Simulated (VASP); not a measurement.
KI:

```
K I
1.0
     0.00000    3.59116    3.59116
     3.59116    0.00000    3.59116
     3.59116    3.59116    0.00000
K I
1 1
Direct
  0.00000 0.00000 0.00000
  0.50000 0.50000 0.50000
```

```yaml
Program: VASP 6.6.1
Task: relaxation of cell and atoms
Functional: r2SCAN
Potentials_or_basis: VASP PAW PBE potentials, release 64 (K_sv, I)
Cutoff: 600 eV
k_mesh: 6 × 6 × 6
Occupations: fermi-dirac, width 0.02 eV
Spin: no spin polarisation
```

At the start: pressure -0.4 GPa; volume 46.31 Å³/atom.

Q: Where does the relaxation end?

A: Over 3 steps the energy falls by 2.3 meV/atom and the volume is 44.69 Å³/atom (-3.5 %); space group Fm-3m (No. 225, to 0.05 Å).

Step by step:
```csv
step,energy change (eV),largest force (eV/Å),pressure (GPa),volume (Å³)
1,0.0000,0.0000,-0.42,92.63
2,-0.0033,0.0000,-0.23,91.01
3,-0.0045,0.0000,-0.01,89.39
```

Final structure:
```cif
data_structure
_symmetry_space_group_name_H-M 'P 1'
_symmetry_Int_Tables_number 1
_cell_length_a 5.0188
_cell_length_b 5.0188
_cell_length_c 5.0188
_cell_angle_alpha 60.000
_cell_angle_beta 60.000
_cell_angle_gamma 60.000
_cell_volume 89.39
loop_
_atom_site_label
_atom_site_type_symbol
_atom_site_fract_x
_atom_site_fract_y
_atom_site_fract_z
_atom_site_occupancy
K1 K 0.00000 0.00000 0.00000 1
I1 I 0.50000 0.50000 0.50000 1
```

Caveat: the PAW data sets were made with another functional, which shifts forces and pressure a little.
